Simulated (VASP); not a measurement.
# B6As (R-3m) in VASP: further runs, part 3 of 3

VASP 6.6.1. Earlier steps stand in the parts before.

**5. Single point, PBEsol (8.88 Å³/atom)**

This run uses another cell than the first one, of 8.88 Å³/atom.

INCAR

```
PREC = Accurate ; ENCUT = 520
EDIFF = 1E-7 ; ISMEAR = 0
SIGMA = 0.02 ; LREAL = F
LASPH = T ; NELM = 100
ALGO = Normal ; ISIF = 2
LWAVE = F ; LCHARG = F
GGA = PS ; NBANDS = 36
```

KPOINTS

```
regular mesh
0
Gamma
  6 6 6
```

POSCAR

```
B6As
1.0
    3.0341808445      1.7517851274      3.8985318088
   -3.0341808445      1.7517851274      3.8985318088
    0.0000000000     -3.5035702547      3.8985318088
B As
12 2
Direct
    0.0164442700      0.0164442700      0.3248545274
    0.0164442700      0.3248545274      0.0164442700
    0.8215269749      0.2729549911      0.8215269749
    0.8215269749      0.8215269749      0.2729549911
    0.2729549911      0.8215269749      0.8215269749
    0.7270450089      0.1784730251      0.1784730251
    0.1784730251      0.7270450089      0.1784730251
    0.1784730251      0.1784730251      0.7270450089
    0.9835557300      0.6751454726      0.9835557300
    0.9835557300      0.9835557300      0.6751454726
    0.6751454726      0.9835557300      0.9835557300
    0.3248545274      0.0164442700      0.0164442700
    0.6010742342      0.6010742342      0.6010742342
    0.3989257658      0.3989257658      0.3989257658
```

Potentials or basis: VASP PAW PBE potentials, release 64 (B, As).

The run is started by

```console
cat potpaw_PBE.64/B/POTCAR potpaw_PBE.64/As/POTCAR > POTCAR
mpirun -np 1 vasp_std > vasp.out
```

OUTCAR:

```text
PREC = Accurate
   ENCUT = 520
   EDIFF = 1E-7
   ISMEAR = 0
   LREAL = F
   LASPH = T
   NELM = 100
   ISIF = 2
   GGA = PS

 ion  position               nearest neighbor table
   1  0.016  0.016  0.325-  10 1.74   7 1.76   6 1.76   4 1.79   2 1.87  12 1.87
   2  0.016  0.325  0.016-   9 1.74   8 1.76   6 1.76   3 1.79  12 1.87   1 1.87
   3  0.822  0.273  0.822-   8 1.71   6 1.71  10 1.76  11 1.76   2 1.79  13 1.97
   4  0.822  0.822  0.273-   6 1.71   7 1.71   9 1.76  11 1.76   1 1.79  13 1.97
   5  0.273  0.822  0.822-   8 1.71   7 1.71  10 1.76   9 1.76  12 1.79  13 1.97
   6  0.727  0.178  0.178-   4 1.71   3 1.71   1 1.76   2 1.76  11 1.79  14 1.97
   7  0.178  0.727  0.178-   4 1.71   5 1.71   1 1.76  12 1.76   9 1.79  14 1.97
   8  0.178  0.178  0.727-   3 1.71   5 1.71   2 1.76  12 1.76  10 1.79  14 1.97
   9  0.984  0.675  0.984-   2 1.74   4 1.76   5 1.76   7 1.79  11 1.87  10 1.87
  10  0.984  0.984  0.675-   1 1.74   3 1.76   5 1.76   8 1.79   9 1.87  11 1.87
  11  0.675  0.984  0.984-  12 1.74   4 1.76   3 1.76   6 1.79   9 1.87  10 1.87
  12  0.325  0.016  0.016-  11 1.74   8 1.76   7 1.76   5 1.79   2 1.87   1 1.87
  13  0.601  0.601  0.601-   3 1.97   5 1.97   4 1.97  14 2.36
  14  0.399  0.399  0.399-   6 1.97   7 1.97   8 1.97  13 2.36

  LATTYP: Found a trigonal (rhomboedric) cell.
 ALAT       =     5.2415221829
 COS(alpha) =     0.3298098141

  Lattice vectors:

 A1 = (   3.0341808445,   1.7517851274,   3.8985318088)
 A2 = (  -3.0341808445,   1.7517851274,   3.8985318088)
 A3 = (   0.0000000000,  -3.5035702547,   3.8985318088)

Analysis of symmetry for initial positions (statically):
=====================================================================
 Subroutine PRICEL returns:
 Original cell was already a primitive cell.

 Routine SETGRP: Setting up the symmetry group for a
 trigonal (rhombohedral) supercell.

 Subroutine GETGRP returns: Found 12 space group operations
 (whereof 12 operations were pure point group operations)
 out of a pool of 12 trial point group operations.

[... 174 lines left out ...]
   NGX = 19   NGY = 19   NGZ = 19

 number of electron      46.0000002 magnetization

 Free energy of the ion-electron system (eV)
  ---------------------------------------------------
  ext. energy  EPLUGINS =         0.00000000
  ---------------------------------------------------
  free energy    TOTEN  =       -96.94319192 eV

  energy without entropy =      -96.94319192  energy(sigma->0) =      -96.94319192

 E-fermi :   4.9265     XC(G=0): -11.3045

 val. band max:        4.7914430688   @ k =   0.1667   0.0000  -0.0000
 cond. band min:       7.4123383031   @ k =   0.5000   0.0000  -0.0000
 fundamental gap:      2.6208952343
 Fermi energy:         4.9265030097

 k-point     1 :       0.0000    0.0000    0.0000
  band No.  band energies     occupation
      1     -10.1978      2.00000
      2      -7.1645      2.00000
      3      -5.3655      2.00000
      4      -5.3655      2.00000
      5      -5.2734      2.00000
      6      -4.1791      2.00000
[... 901 lines left out ...]
     34      13.1857      0.00000
     35      13.5555      0.00000

 [... further k-points ...]

 [bands above 35 left out]

------------------------ aborting loop because EDIFF is reached ----------------------------------------

  FORCE on cell =-STRESS in cart. coord.  units (eV):
  Direction    XX          YY          ZZ          XY          YZ          ZX
  --------------------------------------------------------------------------------------
  -------------------------------------------------------------------------------------
  Total        5.2952542      5.2952542      5.1627121      0.0000000      0.0000000      0.0000000
  in kB       68.2374460     68.2374460     66.5294390      0.0000000      0.0000000      0.0000000
  external PRESSURE =      67.6681103 kB  Pullay stress =       0.0000000 kB

 VOLUME and BASIS-vectors are now :
 -----------------------------------------------------------------------------
  energy-cutoff  :      520.00
  volume of cell :      124.33
      direct lattice vectors                 reciprocal lattice vectors
     3.034180844  1.751785127  3.898531809     0.164789123  0.095141044  0.085502274
    -3.034180844  1.751785127  3.898531809    -0.164789123  0.095141044  0.085502274
     0.000000000 -3.503570255  3.898531809     0.000000000 -0.190282089  0.085502274

 POSITION                                       TOTAL-FORCE (eV/Angst)
 -----------------------------------------------------------------------------------
      0.00000     -1.08054      1.39467        -0.000000     -0.004575      0.018765
     -0.93577      0.54027      1.39467        -0.003962      0.002287      0.018765
      1.66447     -0.96098      7.46962         0.030593     -0.017663      0.009296
      0.00000      1.92196      7.46962        -0.000000      0.035326      0.009296
     -1.66447     -0.96098      7.46962        -0.030593     -0.017663      0.009296
      1.66447      0.96098      4.22597         0.030593      0.017663     -0.009296
     -1.66447      0.96098      4.22597        -0.030593      0.017663     -0.009296
      0.00000     -1.92196      4.22597        -0.000000     -0.035326     -0.009296
      0.93577     -0.54027     10.30092         0.003962     -0.002287     -0.018765
      0.00000      1.08054     10.30092        -0.000000      0.004575     -0.018765
     -0.93577     -0.54027     10.30092        -0.003962     -0.002287     -0.018765
      0.93577      0.54027      1.39467         0.003962      0.002287      0.018765
      0.00000      0.00000      7.02992        -0.000000      0.000000      0.031408
      0.00000      0.00000      4.66567        -0.000000     -0.000000     -0.031408
 -----------------------------------------------------------------------------------
    total drift:                               -0.000000     -0.000000      0.000000

  FREE ENERGIE OF THE ION-ELECTRON SYSTEM (eV)
  ---------------------------------------------------
  free  energy   TOTEN  =       -96.9431919219 eV

  energy  without entropy=      -96.9431919219  energy(sigma->0) =      -96.94319192
```

OSZICAR:

```text
N       E                     dE             d eps       ncg     rms          rms(c)
DAV:   1     0.116748275127E+03    0.11675E+03   -0.20730E+04  2304   0.115E+03
DAV:   2    -0.957050435041E+02   -0.21245E+03   -0.19970E+03  2936   0.221E+02
DAV:   3    -0.104801872265E+03   -0.90968E+01   -0.90138E+01  2984   0.424E+01
DAV:   4    -0.104891853785E+03   -0.89982E-01   -0.89837E-01  3072   0.438E+00
DAV:   5    -0.104892838153E+03   -0.98437E-03   -0.98394E-03  3028   0.422E-01    0.132E+01
DAV:   6    -0.980250874009E+02    0.68678E+01   -0.94171E+00  2688   0.149E+01    0.725E+00
DAV:   7    -0.969767636340E+02    0.10483E+01   -0.44101E+00  2920   0.961E+00    0.269E+00
DAV:   8    -0.969531563544E+02    0.23607E-01   -0.83282E-01  2624   0.423E+00    0.119E+00
DAV:   9    -0.969437528454E+02    0.94035E-02   -0.45114E-02  2836   0.109E+00    0.662E-01
DAV:  10    -0.969434472318E+02    0.30561E-03   -0.14146E-02  2788   0.549E-01    0.170E-01
DAV:  11    -0.969431863199E+02    0.26091E-03   -0.32079E-03  2632   0.285E-01    0.839E-02
DAV:  12    -0.969431913538E+02   -0.50340E-05   -0.30031E-04  2804   0.931E-02    0.128E-02
DAV:  13    -0.969431912385E+02    0.11531E-06   -0.36425E-05  2828   0.297E-02    0.695E-03
DAV:  14    -0.969431915293E+02   -0.29076E-06   -0.79123E-06  3100   0.153E-02    0.571E-03
DAV:  15    -0.969431918484E+02   -0.31908E-06   -0.22008E-06  2772   0.721E-03    0.244E-03
DAV:  16    -0.969431919219E+02   -0.73549E-07   -0.16333E-07  2032   0.191E-03
   1 F= -.96943192E+02 E0= -.96943192E+02  d E =-.538390E-23
```

stdout:

```text
POSCAR found type information on POSCAR B As
 POSCAR found :  2 types and      14 ions
 scaLAPACK will be used
 -----------------------------------------------------------------------------
|                                                                             |
|                                                                             |
|     You enforced a specific xc type in the INCAR file but a different       |
|     I HOPE YOU KNOW WHAT YOU ARE DOING!                                     |
|                                                                             |
 -----------------------------------------------------------------------------

 LDA part: xc-table for (Slater+PW92), standard interpolation
 POSCAR, INCAR and KPOINTS ok, starting setup
 FFT: planning ... GRIDC
 FFT: planning ... GRID_SOFT
 FFT: planning ... GRID
 WAVECAR not read
 entering main loop
```

It took 2.5 min on 1 thread of Intel Xeon Platinum 8488C (Sapphire Rapids), shared host; peak memory 0.3 GiB.

Results:

```yaml
Free_energy: -96.9432 eV
Pressure: 6.8 GPa
Largest_force: 0.037 eV/Å
Band_gap_on_the_k_mesh: 2.62 eV (least direct gap 2.66 eV)
```

Forces on the atoms (eV/Å):
```
B    0.000 -0.005  0.019
B   -0.004  0.002  0.019
B    0.031 -0.018  0.009
B    0.000  0.035  0.009
B   -0.031 -0.018  0.009
B    0.031  0.018 -0.009
B   -0.031  0.018 -0.009
B    0.000 -0.035 -0.009
B    0.004 -0.002 -0.019
B    0.000  0.005 -0.019
B   -0.004 -0.002 -0.019
B    0.004  0.002  0.019
As   0.000  0.000  0.031
As   0.000  0.000 -0.031
```

Levels at points of the mesh, in eV from the valence-band top:
```tsv
k point	band 19	band 20	band 21	band 22	band 23	band 24	band 25	band 26	band 27	band 28
(0.00, 0.00, 0.00)	-1.43	-0.24	-0.24	0.00	0.00	4.52	4.71	4.71	5.16	6.02
(0.50, 0.00, 0.00)	-1.56	-1.45	-1.32	-1.13	-0.04	2.62	4.22	4.52	5.19	5.60
(0.50, 0.50, 0.00)	-2.02	-1.59	-1.00	-0.75	-0.25	3.36	4.57	4.75	5.10	5.32
(0.50, 0.50, 0.50)	-0.85	-0.85	-0.83	-0.83	-0.10	2.84	3.75	3.79	4.60	4.60
```

Caveat: the cell stands under pressure; the PAW data sets were made with another functional, which shifts forces and pressure a little.

**6. The runs side by side**

| cell | gap on the mesh (eV) | pressure (GPa) | largest force (eV/Å) |
| --- | --- | --- | --- |
| a = 5.058 Å, angles 71.4°, 14 atoms, atomic positions A | 2.56 | 31.3 | 0.06 |
| a = 5.121 Å, angles 71.1°, 14 atoms, atomic positions B | 2.59 | 21.9 | 0.05 |
| a = 5.182 Å, angles 70.9°, 14 atoms, atomic positions C | 2.61 | 13.8 | 0.04 |
| a = 5.242 Å, angles 70.7°, 14 atoms, atomic positions D | 2.62 | 6.8 | 0.04 |

Alike in all rows: task single point; level PBEsol; potentials or basis VASP PAW PBE potentials, release 64 (B, As); no spin polarisation; k mesh 6 × 6 × 6; cutoff (eV) 520; smearing gaussian 0.02 eV.

Caveats: the cell stands under pressure; the PAW data sets were made with another functional, which shifts forces and pressure a little.

Absolute energies hang on the potentials; compare differences alone.
